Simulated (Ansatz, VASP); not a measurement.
## Two plane-wave programs on InSb

Contents of INCAR:

```
PREC = Accurate
ENCUT = 520
EDIFF = 1E-6
ISMEAR = 0
SIGMA = 0.15
LREAL = False
LASPH = True
NELM = 60
ALGO = Normal
ISIF = 2
LWAVE = False
LCHARG = False
GGA = PE
NBANDS = 16
```

Contents of KPOINTS:

```
Automatic mesh
0
Gamma
  12 12 12
```

POSCAR

```
InSb
1.0
    0.0000000000      3.2237151753      3.2289429878
    2.7728932306      0.0000000000      3.2289429878
    2.7728932306      3.2237151753      0.0000000000
In Sb
1 1
Direct
    0.0000000000      0.0000000000      0.0000000000
    0.5000000000      0.5000000000      0.5000000000
```

Input for Ansatz:

```yaml
crystal:
  lattice:
    - [0.0, 3.2237151753, 3.2289429878]
    - [2.7728932306, 0.0, 3.2289429878]
    - [2.7728932306, 3.2237151753, 0.0]
  atoms:
    - { symbol: In, position: [0.0, 0.0, 0.0] }
    - { symbol: Sb, position: [0.5, 0.5, 0.5] }
basis:
  ecutwfc: 420
kpoints:
  mp_grid: { grid: [12, 12, 12] }
hamiltonian:
  xc: pbe
  pseudopotentials: { kind: paw, azcp: { folder: soft_1 } }
scf:
  occupations: { method: gaussian, width: 0.15 }
output:
  forces: true
  stress: true
  eigenvalues: true
```

Change from the starting cell: strain +e along x and -e along y -0.0733, strain +e along z and -e/2 along x and y +0.0500.

Alike in both runs: task single point; functional PBE; k mesh 12 × 12 × 12; occupations gaussian, width 0.15 eV; no spin polarisation.

|  | VASP | Ansatz |
| --- | --- | --- |
| version | VASP 6.6.1 | Ansatz 0.2.0 |
| potentials or method | VASP PAW PBE potentials, release 64 (In_d, Sb), cutoff 520 eV | scalar-relativistic, plane waves, PAW |
| valence electrons in the cell | 18 | 28 |

|  | VASP | Ansatz | Ansatz less VASP |
| --- | --- | --- | --- |
| gap on the k mesh at the Fermi level (eV) | none | none | - |
| pressure (GPa) | 3.1 | 3.1 | +0.04 |
| traceless stress, the component that is largest in VASP (GPa) | 11.52 | 11.55 | +0.035 |

A gap of «none» marks a metal or a gap that the smearing closes. The functional is the same, so the differences come from potentials, cutoffs and numerics. VASP's potentials hold 18 valence electrons a cell and Ansatz's 28, so a difference there can come from the potentials and not from the codes.

Spin-orbit coupling is off throughout.
